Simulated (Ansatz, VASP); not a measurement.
# Ca2Si: VASP beside Ansatz

The input INCAR:

```
ALGO = Normal
EDIFF = 1E-6
ENCUT = 520
GGA = CA
ISIF = 2
ISMEAR = 0
LASPH = T
LCHARG = F
LREAL = F
LWAVE = F
NBANDS = 19
NELM = 80
PREC = Accurate
SIGMA = 0.05
```

File KPOINTS:

```
k-points
0
Gamma
  8 8 8
```

File POSCAR:

```
Ca2Si
1.0
    0.0000000000      3.5834912206      3.3381953199
    3.5834912206      0.0000000000      3.3381953199
    3.5834912206      3.5834912206      0.0000000000
Ca Si
2 1
Direct
    0.7267257627      0.7267257627      0.7732742373
    0.2732742373      0.2732742373      0.2267257627
    0.0000000000      0.0000000000      0.0000000000
```

Input for Ansatz:

```yaml
crystal:
  lattice:
    - [0.0, 3.5834912206, 3.3381953199]
    - [3.5834912206, 0.0, 3.3381953199]
    - [3.5834912206, 3.5834912206, 0.0]
  atoms:
    - { symbol: Ca, position: [0.7267257627, 0.7267257627, 0.7732742373] }
    - { symbol: Ca, position: [0.2732742373, 0.2732742373, 0.2267257627] }
    - { symbol: Si, position: [0.0, 0.0, 0.0] }
basis:
  ecutwfc: 420
kpoints:
  mp_grid: { grid: [8, 8, 8] }
hamiltonian:
  xc: lda
  pseudopotentials: { kind: paw }
scf:
  occupations: { method: gaussian, width: 0.05 }
output:
  forces: true
  stress: true
  eigenvalues: true
```

Change from the starting cell: mode 6 frozen in at -0.163 Å, strain +e along z and -e/2 along x and y -0.0467.

Alike in both runs: task single point; functional LDA; k mesh 8 × 8 × 8; occupations gaussian, width 0.05 eV; no spin polarisation.

```csv
,VASP,Ansatz
version,VASP 6.6.1,Ansatz 0.2.0
potentials or method,"VASP PAW LDA potentials, release 64 (Ca_sv, Si), cutoff 520 eV","scalar-relativistic, plane waves, PAW"
valence electrons in the cell,24,24
```

|  | VASP | Ansatz | Ansatz less VASP |
| --- | --- | --- | --- |
| gap on the k mesh at the Fermi level (eV) | 0.18 | 0.19 | +0.006 |
| least direct gap on the mesh (eV) | 0.18 | 0.19 | +0.006 |
| pressure (GPa) | 0.4 | 0.3 | -0.11 |
| traceless stress, the component that is largest in VASP (GPa) | 3.78 | 3.79 | +0.006 |
| rms of the force components (eV/Å) | 0.541 | 0.538 | -0.0030 |

LDA's correlation is that of Perdew and Zunger in VASP and of Perdew and Wang (1992) in Ansatz. Atom by atom the forces differ by 0.003 eV/Å (rms over components).
